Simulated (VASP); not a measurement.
Mo, 1 atom in the cell. The structure is tetragonal, space group I4/mmm (No. 139). The conventional cell has a = 3.016 Å, b = 3.016 Å, c = 3.142 Å, α = 90.00°, β = 90.00°, γ = 90.00°. Mo (site symmetry 4/mmm) has 14 Mo at 2.65 to 3.14 Å within 3.5 Å.  This cell differs from its parent crystal: strain -0.040 along x and y, +0.000 along z.

```yaml
Program: VASP 6.6.1
Task: single point
Functional: PBE
Potentials_or_basis: VASP PAW PBE potentials, release 64 (Mo_sv)
Cutoff: 520 eV
k_mesh: 22 × 22 × 22
Occupations: gaussian, width 0.15 eV
Spin: no spin polarisation
Dipole_correction: no
Further_INCAR_settings: ALGO = Fast; EDIFF = 1e-06; NBANDS = 13
```

Potentials or basis: VASP PAW PBE potentials, release 64 (Mo_sv).

Run with:

```bash
$ cat potpaw_PBE.64/Mo_sv/POTCAR > POTCAR
$ mpirun -np 1 vasp_std > vasp.out
```

Hardware: 1 thread of Intel Xeon 8259CL (shared host).

Question: Estimate the wall time of this run.

Answer: Wall time 3 min on 1 thread of Intel Xeon 8259CL, with other jobs on the host, peak memory 0.25 GiB. Counts: scf iterations 12, k points 834.
